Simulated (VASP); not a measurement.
Au:

```xyz
1
Lattice="0.0000 2.0968 2.0968 2.0968 0.0000 2.0968 2.0968 2.0968 0.0000" Properties=species:S:1:pos:R:3 pbc="T T T"
Au    0.0000    0.0000    0.0000
```

Base run:

- Program: VASP 6.6.1
- Functional: PBE
- Potentials or basis: VASP PAW PBE potentials, release 64 (Au)
- Cutoff: 520 eV
- k mesh: 12 × 12 × 12
- Occupations: fermi-dirac, width 0.06 eV
- Spin: no spin polarisation

Its results: pressure -3.3 GPa.

Q: The run is repeated on the same cell with these changes: functional from PBE to PBEsol. What comes out?

A: Pressure -11.1 GPa.

PBEsol binds more tightly than PBE, so the same cell stands under less pressure.

Caveats: the PAW data sets were made with another functional, which shifts forces and pressure a little (some runs).
